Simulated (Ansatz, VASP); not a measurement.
One calculation of CaO, two programs

```
Ca O
1.0
    -0.00362    0.00169    2.99966
     6.60059   -0.00013   -0.00832
    -3.30040    5.71513    0.00739
Ca O
4 4
Direct
  0.50004 0.16667 0.33334
  0.49989 0.16666 0.83333
  0.50006 0.66667 0.33334
  0.50004 0.66666 0.83335
  0.99997 0.33332 0.16666
  0.99998 0.33335 0.66667
  0.00005 0.83333 0.16666
  0.99997 0.83334 0.66666
```

Change from the starting cell: cell x4, atoms moved at random (sigma 0.1 Å) and cell strained at random (1.5 %), then relaxed without symmetry.

Alike in both runs: functional PBE; k mesh 4 × 3 × 3; occupations gaussian, width 0.1 eV; no spin polarisation.

Ansatz relaxed the structure, and its values are those at the end. VASP's run is a single point on that final structure, the one shown.

|  | VASP | Ansatz |
| --- | --- | --- |
| version | VASP 6.6.1 | Ansatz 0.2.0 |
| potentials or method | VASP PAW PBE potentials, release 64 (Ca_sv, O), cutoff 520 eV | scalar-relativistic, plane waves, PAW |
| valence electrons in the cell | 64 | 64 |

|  | VASP | Ansatz | Ansatz less VASP |
| --- | --- | --- | --- |
| gap on the k mesh at the Fermi level (eV) | 3.31 | 3.33 | +0.012 |
| least direct gap on the mesh (eV) | 3.31 | 3.33 | +0.012 |
| pressure (GPa) | 0.5 | 0.0 | -0.52 |

The k mesh is coarse, so the values compare programs but aren't converged.
